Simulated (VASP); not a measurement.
Wanted: the native input for a VASP 6.6.1 run.

```yaml
Task: single point
Functional: PBEsol
Potentials_or_basis: VASP PAW PBE potentials, release 64 (W_sv)
Cutoff: 520 eV
k_mesh: 8 × 5 × 5
Occupations: gaussian, width 0.1 eV
Spin: no spin polarisation
Dipole_correction: no
Further_INCAR_settings: ALGO = Normal; EDIFF = 1e-07; NBANDS = 36
```

The structure of W lies in POSCAR:

```
W
1.0
    2.8782172113      0.0000000000      0.0000000000
    0.0000000000      4.9825474905      0.0000000000
    0.0000000000      0.0000000000      5.0438322090
W
4
Direct
    0.7931720000      0.5631570000      0.2500000000
    0.2068280000      0.0631570000      0.2500000000
    0.2068280000      0.4368430000      0.7500000000
    0.7931720000      0.9368430000      0.7500000000
```

These files were run (other wordings do the same):

INCAR

```
PREC = Accurate
ENCUT = 520
EDIFF = 1E-7
ISMEAR = 0
SIGMA = 0.1
LREAL = F
LASPH = T
NELM = 80
ALGO = Normal
ISIF = 2
LWAVE = F
LCHARG = T
GGA = PS
LELF = T
LVHAR = T
NBANDS = 36
```

KPOINTS

```
Automatic mesh
0
Gamma
  8 5 5
```

Potentials or basis: VASP PAW PBE potentials, release 64 (W_sv).

The run is started by

```console
$ cat potpaw_PBE.64/W_sv/POTCAR > POTCAR
$ mpirun -np 1 vasp_std > vasp.out
```

It gave:

The pressure is -26.0 GPa. The largest force is 0.288 eV/Å and the band gap on the k mesh is zero (band 28 reaches 10.02 eV, above the bottom of band 29 at 8.92 eV).

Caveat: the PAW data sets were made with another functional, which shifts forces and pressure a little; spin-orbit coupling is left out, which moves the levels of the heavy elements.

Run time: 72 s on 1 thread of AMD EPYC 9R45 96-Core Processor (Zen 5), with other jobs on the host, peak memory 0.2 GiB.
